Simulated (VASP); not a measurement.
# TePb (Fm-3m) in VASP: notebook

The runs below take TePb through single point, with PBE, PBE-based global hybrid with 15 % exact exchange, HF.

All numbers are computed with VASP 6.6.1; they aren't measurements. Logs are shortened: lines on timing, memory, paths and dates and some standing lists are left out, and cuts for length are marked.

**1. The cell of the first run**

The structure is cubic, space group Fm-3m (No. 225). The conventional cell has a = 6.536 Å, b = 6.536 Å, c = 6.536 Å, α = 90.00°, β = 90.00°, γ = 90.00°. Within 4.3 Å of Pb (site symmetry m-3m) lie 6 Te at 3.27 Å. Within 4.3 Å of Te (site symmetry m-3m) lie 6 Pb at 3.27 Å.

**2. Single point, PBE**

INCAR reads:

```
ALGO = Normal
EDIFF = 1E-7
ENCUT = 520
GGA = PE
ISIF = 2
ISMEAR = 0
LASPH = T
LCHARG = F
LREAL = F
LWAVE = F
NBANDS = 17
NELM = 80
PREC = Accurate
SIGMA = 0.01
```

KPOINTS reads:

```
k-points
0
Gamma
  6 6 6
```

POSCAR reads:

```
TePb
1.0
    0.0000000000      3.2678368520      3.2678368520
    3.2678368520      0.0000000000      3.2678368520
    3.2678368520      3.2678368520      0.0000000000
Pb Te
1 1
Direct
    0.0000000000      0.0000000000      0.0000000000
    0.5000000000      0.5000000000      0.5000000000
```

Potentials or basis: VASP PAW PBE potentials, release 64 (Pb_d, Te).

On the command line:

```
$ cat potpaw_PBE.64/Pb_d/POTCAR potpaw_PBE.64/Te/POTCAR > POTCAR
$ mpirun -np 1 vasp_std > vasp.out
```

OUTCAR:

```text
EDIFF = 1E-7
   ENCUT = 520
   GGA = PE
   ISIF = 2
   ISMEAR = 0
   LASPH = T
   LREAL = F
   NELM = 80
   PREC = Accurate

 ion  position               nearest neighbor table
   1  0.000  0.000  0.000-   2 3.27   2 3.27   2 3.27   2 3.27   2 3.27   2 3.27
   2  0.500  0.500  0.500-   1 3.27   1 3.27   1 3.27   1 3.27   1 3.27   1 3.27

  LATTYP: Found a face centered cubic cell.
 ALAT       =     6.5356737040

  Lattice vectors:

 A1 = (   0.0000000000,   3.2678368520,   3.2678368520)
 A2 = (   3.2678368520,   0.0000000000,   3.2678368520)
 A3 = (   3.2678368520,   3.2678368520,   0.0000000000)

Analysis of symmetry for initial positions (statically):
=====================================================================
 Subroutine PRICEL returns:
 Original cell was already a primitive cell.

 Routine SETGRP: Setting up the symmetry group for a
 face centered cubic supercell.

 Subroutine GETGRP returns: Found 48 space group operations
 (whereof 48 operations were pure point group operations)
 out of a pool of 48 trial point group operations.

The static configuration has the point symmetry O_h .

Analysis of symmetry for dynamics (positions and initial velocities):
=====================================================================
 Subroutine PRICEL returns:
 Original cell was already a primitive cell.

 Routine SETGRP: Setting up the symmetry group for a
 face centered cubic supercell.

 Subroutine GETGRP returns: Found 48 space group operations
 (whereof 48 operations were pure point group operations)
 out of a pool of 48 trial point group operations.

The dynamic configuration has the point symmetry O_h .

 Subroutine INISYM returns: Found 48 space group operations
 (whereof 48 operations are pure point group operations),
 and found     1 'primitive' translations

----------------------------------------------------------------------------------------

                                     Primitive cell

  volume of cell :      69.7929

  direct lattice vectors                    reciprocal lattice vectors
     0.000000000  3.267836852  3.267836852    -0.153006415  0.153006415  0.153006415
     3.267836852  0.000000000  3.267836852     0.153006415 -0.153006415  0.153006415
[... 70 lines left out ...]
   ISPIN  =      1    spin polarized calculation?
   LNONCOLLINEAR =      F non collinear calculations
   LSORBIT =      F    spin-orbit coupling
   LASPH  =      T    aspherical Exc in radial PAW
   ENCUT  =  520.0 eV  38.22 Ry    6.18 a.u.   8.59  8.59  8.59*2*pi/ulx,y,z
   NELM   =     80;   NELMIN=  2; NELMDL= -5     # of ELM steps
   EDIFF  = 0.1E-06   stopping-criterion for ELM
   LREAL  =      F    real-space projection
   EDIFFG = 0.1E-05   stopping-criterion for IOM
   NSW    =      0    number of steps for IOM
   IBRION =     -1    ionic relax: 0-MD 1-quasi-New 2-CG
   NFREE  =      0    steps in history (QN), initial steepest desc. (CG)
   ISIF   =      2    stress and relaxation
   ISYM   =      2    0-nonsym 1-usesym 2-fastsym
   POTIM  = 0.5000    time-step for ionic-motion
   TEBEG  =    0.0;   TEEND  =   0.0 temperature during run
   PSTRESS=    0.0 pullay stress
   NELECT =      20.0000    total number of electrons
   NUPDOWN=      -1.0000    fix difference up-down
   EMIN   =  10.00;   EMAX   =-10.00  energy-range for DOS
   EFERMI =   0.00;   METHOD = LEGACY
   ISMEAR =     0;   SIGMA  =   0.01  broadening in eV -4-tet -1-fermi 0-gaus
   EFERMI_NEDOS =   21; number of points for ismear=-14 and -15
   IALGO  =     38    algorithm
   IMIX   =      4    mixing-type and parameters
     AMIX     =   0.40;   BMIX     =  1.00
     AMIX_MAG =   1.60;   BMIX_MAG =  1.00
  volume/ion in A,a.u.               =      34.90       235.49
  Fermi-wavevector in a.u.,A,eV,Ry     =   1.079314  2.039608 15.849680  1.164919
  Thomas-Fermi vector in A             =   2.215276
   LORBIT       =      0    0 simple, 1 ext, 2 COOP (PROOUT), +10 PAW based schemes
   GGA     = PE    functional components
   LHFCALC =     F    Hartree Fock is set to
   AEXX    =    0.0000 exact exchange contribution
   IVDW    =     0    specifies the selected vdW correction
   LEPSILON=     F    determine dielectric tensor
   LRPA    =     F    only Hartree local field effects (RPA)
 non-spin polarized calculation
 Gauss-broadening in eV      SIGMA  =   0.01
  energy-cutoff  :      520.00
  volume of cell :       69.79
 maximum number of plane-waves:      1895
 NGX is ok and might be reduce to    36
   NGX = 17   NGY = 17   NGZ = 17

 number of electron      20.0000002 magnetization

 Free energy of the ion-electron system (eV)
  ---------------------------------------------------
  ext. energy  EPLUGINS =         0.00000000
  ---------------------------------------------------
  free energy    TOTEN  =        -7.52184226 eV

  energy without entropy =       -7.52184226  energy(sigma->0) =       -7.52184226

 E-fermi :   5.2336     XC(G=0):  -9.1483

 val. band max:        5.1867896625   @ k =   0.5000   0.0000   0.0000
 cond. band min:       5.9903174682   @ k =   0.5000   0.0000   0.0000
 fundamental gap:      0.8035278057
 Fermi energy:         5.2335501581

 k-point     1 :       0.0000    0.0000    0.0000
  band No.  band energies     occupation
      1     -11.4791      2.00000
      2     -11.4791      2.00000
      3     -11.4724      2.00000
      4     -11.4724      2.00000
      5     -11.4724      2.00000
      6      -6.5496      2.00000
[... 297 lines left out ...]
      4     -11.4579      2.00000
      5     -11.4499      2.00000
      6      -4.8808      2.00000
[... 9 lines left out ...]
     16      15.7784      0.00000
     17      16.5853      0.00000

------------------------ aborting loop because EDIFF is reached ----------------------------------------

  FORCE on cell =-STRESS in cart. coord.  units (eV):
  Direction    XX          YY          ZZ          XY          YZ          ZX
  --------------------------------------------------------------------------------------
  -------------------------------------------------------------------------------------
  Total        0.2532267      0.2532267      0.2532267      0.0000000      0.0000000     -0.0000000
  in kB        5.8131162      5.8131162      5.8131162      0.0000000      0.0000000     -0.0000000
  external PRESSURE =       5.8131162 kB  Pullay stress =       0.0000000 kB

 VOLUME and BASIS-vectors are now :
 -----------------------------------------------------------------------------
  energy-cutoff  :      520.00
  volume of cell :       69.79
      direct lattice vectors                 reciprocal lattice vectors
     0.000000000  3.267836852  3.267836852    -0.153006415  0.153006415  0.153006415
     3.267836852  0.000000000  3.267836852     0.153006415 -0.153006415  0.153006415
     3.267836852  3.267836852  0.000000000     0.153006415  0.153006415 -0.153006415

 POSITION                                       TOTAL-FORCE (eV/Angst)
 -----------------------------------------------------------------------------------
      0.00000      0.00000      0.00000         0.000000      0.000000      0.000000
      3.26784      3.26784      3.26784         0.000000      0.000000      0.000000
 -----------------------------------------------------------------------------------
    total drift:                               -0.000000      0.000000      0.000000

  FREE ENERGIE OF THE ION-ELECTRON SYSTEM (eV)
  ---------------------------------------------------
  free  energy   TOTEN  =        -7.5218422585 eV

  energy  without entropy=       -7.5218422585  energy(sigma->0) =       -7.52184226
```

OSZICAR:

```text
N       E                     dE             d eps       ncg     rms          rms(c)
DAV:   1     0.152276285303E+03    0.15228E+03   -0.91781E+03   544   0.112E+03
DAV:   2     0.370077881220E+01   -0.14858E+03   -0.14307E+03   553   0.297E+02
DAV:   3    -0.734541297744E+01   -0.11046E+02   -0.10915E+02   706   0.865E+01
DAV:   4    -0.764656083520E+01   -0.30115E+00   -0.30087E+00   699   0.156E+01
DAV:   5    -0.765884859463E+01   -0.12288E-01   -0.12287E-01   794   0.305E+00    0.311E+00
DAV:   6    -0.752339148941E+01    0.13546E+00   -0.30251E-01   777   0.370E+00    0.190E+00
DAV:   7    -0.751978760257E+01    0.36039E-02   -0.88057E-02   673   0.140E+00    0.914E-01
DAV:   8    -0.752200912503E+01   -0.22215E-02   -0.10611E-02   651   0.104E+00    0.163E-01
DAV:   9    -0.752179025409E+01    0.21887E-03   -0.16163E-03   802   0.416E-01    0.720E-02
DAV:  10    -0.752183748961E+01   -0.47236E-04   -0.17552E-04   612   0.964E-02    0.194E-02
DAV:  11    -0.752184291523E+01   -0.54256E-05   -0.39164E-05   739   0.507E-02    0.150E-02
DAV:  12    -0.752184288326E+01    0.31966E-07   -0.22146E-06   649   0.101E-02    0.112E-02
DAV:  13    -0.752184220105E+01    0.68221E-06   -0.93237E-07   648   0.701E-03    0.308E-03
DAV:  14    -0.752184225852E+01   -0.57466E-07   -0.34540E-07   605   0.416E-03
   1 F= -.75218423E+01 E0= -.75218423E+01  d E =-.333420E-13
```

stdout:

```text
POSCAR found type information on POSCAR PbTe
 POSCAR found :  2 types and       2 ions
 scaLAPACK will be used
 LDA part: xc-table for (Slater+PW92), standard interpolation
 POSCAR, INCAR and KPOINTS ok, starting setup
 FFT: planning ... GRIDC
 FFT: planning ... GRID_SOFT
 FFT: planning ... GRID
 WAVECAR not read
 entering main loop
```

Wall time 24 s (1 thread of Intel Xeon Platinum 8175M at 2.50GHz (Skylake/Cascade Lake), shared host); peak memory 0.2 GiB.

What came out:

* Free energy: -7.5218 eV
* Pressure: 0.6 GPa
* Band gap on the k mesh: 0.80 eV

Caveat: spin-orbit coupling is left out, which moves the levels of the heavy elements.

**3. Single point, PBE**

INCAR reads:

```
ALGO = Normal ; EDIFF = 1E-6
ENCUT = 520 ; GGA = PE
ISIF = 2 ; ISMEAR = 0
LASPH = True ; LCHARG = True
LELF = True ; LREAL = False
LVHAR = True ; LWAVE = False
NBANDS = 17 ; NELM = 80
PREC = Accurate ; SIGMA = 0.001
```

KPOINTS is that of step 2.

POSCAR is that of step 2.

Potentials or basis: VASP PAW PBE potentials, release 64 (Pb_d, Te).

On the command line:

```
$ cat potpaw_PBE.64/Pb_d/POTCAR potpaw_PBE.64/Te/POTCAR > POTCAR
$ mpirun -np 1 vasp_std > vasp.out
```

It took 23 s on 1 thread of Intel Xeon Platinum 8175M at 2.50GHz (Skylake/Cascade Lake), shared host; peak memory 0.2 GiB.

Results (log left out):

| Property | Result |
| --- | --- |
| Free energy | -7.5218 eV |
| Pressure | 0.6 GPa |
| Band gap on the k mesh | 0.80 eV |

Levels at points of the mesh, in eV from the valence-band top:
| k point | band 8 | band 9 | band 10 | band 11 | band 12 | band 13 |
| --- | --- | --- | --- | --- | --- | --- |
| (0.00, 0.00, 0.00) | -1.21 | -1.21 | -1.21 | 4.04 | 4.04 | 4.04 |
| (0.50, 0.00, 0.00) | -0.78 | -0.78 | 0.00 | 0.80 | 1.36 | 1.36 |
| (0.50, 0.50, 0.00) | -4.23 | -2.60 | -2.60 | 3.44 | 5.36 | 5.36 |

Caveat: spin-orbit coupling is left out, which moves the levels of the heavy elements. A k mesh can miss the band edges.

**4. Single point, PBE**

INCAR reads:

```
SYSTEM = TePb
  PREC = Accurate
  ENCUT = 520
  EDIFF = 1E-7
  ISMEAR = 0
  SIGMA = 0.01
  LREAL = .FALSE.
  LASPH = .TRUE.
  NELM = 60
  ALGO = Normal
  ISIF = 2
  LWAVE = .FALSE.
  LCHARG = .FALSE.
  GGA = PE
  NBANDS = 17
  ISYM = 0
```

KPOINTS reads:

```
Automatic mesh
0
Gamma
  6 6 6
  0.5 0.5 0.5
```

POSCAR is that of step 3.

Potentials or basis: VASP PAW PBE potentials, release 64 (Pb_d, Te).

On the command line:

```
$ cat potpaw_PBE.64/Pb_d/POTCAR potpaw_PBE.64/Te/POTCAR > POTCAR
$ mpirun -np 1 vasp_std > vasp.out
```

OUTCAR:

```text
SYSTEM = TePb
   PREC = Accurate
   ENCUT = 520
   EDIFF = 1E-7
   ISMEAR = 0
   LREAL = .FALSE.
   LASPH = .TRUE.
   NELM = 60
   ISIF = 2
   GGA = PE
   ISYM = 0

 ion  position               nearest neighbor table
   1  0.000  0.000  0.000-   2 3.27   2 3.27   2 3.27   2 3.27   2 3.27   2 3.27
   2  0.500  0.500  0.500-   1 3.27   1 3.27   1 3.27   1 3.27   1 3.27   1 3.27

IMPORTANT INFORMATION: All symmetrisations will be switched off!
NOSYMM: (Re-)initialisation of all symmetry stuff for point group C_1.

[... 634 lines left out ...]
  Direction    XX          YY          ZZ          XY          YZ          ZX
  --------------------------------------------------------------------------------------
  -------------------------------------------------------------------------------------
  Total        0.2486113      0.2486131      0.2486158      0.0000049      0.0000048      0.0000051
  in kB        5.7071629      5.7072045      5.7072677      0.0001120      0.0001093      0.0001160
  external PRESSURE =       5.7072117 kB  Pullay stress =       0.0000000 kB

 VOLUME and BASIS-vectors are now :
 -----------------------------------------------------------------------------
  energy-cutoff  :      520.00
  volume of cell :       69.79
      direct lattice vectors                 reciprocal lattice vectors
     0.000000000  3.267836852  3.267836852    -0.153006415  0.153006415  0.153006415
     3.267836852  0.000000000  3.267836852     0.153006415 -0.153006415  0.153006415
     3.267836852  3.267836852  0.000000000     0.153006415  0.153006415 -0.153006415

 POSITION                                       TOTAL-FORCE (eV/Angst)
 -----------------------------------------------------------------------------------
      0.00000      0.00000      0.00000         0.000000     -0.000000      0.000000
      3.26784      3.26784      3.26784        -0.000000      0.000000     -0.000000
 -----------------------------------------------------------------------------------
    total drift:                                0.000000     -0.000000      0.000001

  FREE ENERGIE OF THE ION-ELECTRON SYSTEM (eV)
  ---------------------------------------------------
  free  energy   TOTEN  =        -7.5211756811 eV

  energy  without entropy=       -7.5211756811  energy(sigma->0) =       -7.52117568
```

stdout:

```text
POSCAR found type information on POSCAR PbTe
 POSCAR found :  2 types and       2 ions
 scaLAPACK will be used
 LDA part: xc-table for (Slater+PW92), standard interpolation
 POSCAR, INCAR and KPOINTS ok, starting setup
 FFT: planning ... GRIDC
 FFT: planning ... GRID_SOFT
 FFT: planning ... GRID
 WAVECAR not read
 entering main loop
```

Run time: 7.7 min. Hardware: 1 thread of Intel Xeon Platinum 8175M at 2.50GHz (Skylake/Cascade Lake), shared host; peak memory 0.62 GiB.

What came out:

* Free energy: -7.5212 eV
* Pressure: 0.6 GPa
* Band gap on the k mesh: 1.14 eV

Levels at points of the mesh, in eV from the valence-band top:
```csv
k point,band 6,band 7,band 8,band 9,band 10,band 11,band 12,band 13,band 14,band 15
"(0.08, 0.08, 0.08)",-11.56,-5.73,-1.07,-1.07,-0.99,3.78,3.89,3.89,5.90,6.13
```

Caveat: spin-orbit coupling is left out, which moves the levels of the heavy elements; a shifted mesh leaves out Γ, where band edges can lie. A k mesh can miss the band edges.

**5. Single point, PBE-based global hybrid with 15 % exact exchange**

POSCAR is that of step 4.

INCAR.step1 reads:

```
SYSTEM = TePb
  ALGO = Normal
  EDIFF = 1E-5
  ENCUT = 520
  GGA = PE
  ISIF = 2
  ISMEAR = 0
  LASPH = .True.
  LREAL = .False.
  LWAVE = .True.
  NBANDS = 17
  NELM = 100
  PREC = Accurate
  SIGMA = 0.01
```

INCAR.step2 reads:

```
SYSTEM = TePb
  AEXX = 0.15
  ALGO = Normal
  EDIFF = 1E-7
  ENCUT = 520
  GGA = PE
  ISIF = 2
  ISMEAR = 0
  ISTART = 1
  LASPH = .True.
  LCHARG = .True.
  LELF = .True.
  LHFCALC = .True.
  LREAL = .False.
  LVHAR = .True.
  LWAVE = .False.
  NBANDS = 17
  NELM = 100
  PREC = Accurate
  PRECFOCK = Normal
  SIGMA = 0.01
```

KPOINTS reads:

```
k-points
0
Gamma
  4 4 4
  0 0 0
```

On the command line:

```
$ cat potpaw_PBE.64/Pb_d/POTCAR potpaw_PBE.64/Te/POTCAR > POTCAR
$ cp INCAR.step1 INCAR
$ mpirun -np 1 vasp_std > vasp.out
$ cp INCAR.step2 INCAR
$ mpirun -np 1 vasp_std > vasp.out
```

Run time: 24 min. Hardware: 1 thread of Intel Xeon Platinum 8175M at 2.50GHz (Skylake/Cascade Lake), shared host; peak memory 0.22 GiB.

It converged, with:

```
Free energy            : -8.9702 eV
Pressure               : -0.1 GPa
Band gap on the k mesh : 1.40 eV
```

Levels at points of the mesh, in eV from the valence-band top:
```tsv
k point	band 8	band 9	band 10	band 11	band 12	band 13
(0.00, 0.00, 0.00)	-1.37	-1.37	-1.37	4.87	4.87	4.87
(0.50, 0.00, 0.00)	-0.91	-0.91	0.00	1.40	1.97	1.97
(0.50, 0.50, 0.00)	-4.62	-2.86	-2.86	4.08	6.27	6.27
```

Caveat: the PAW data sets were made with another functional, which shifts forces and pressure a little; spin-orbit coupling is left out, which moves the levels of the heavy elements. A k mesh can miss the band edges.

[end of part 1 of 2]
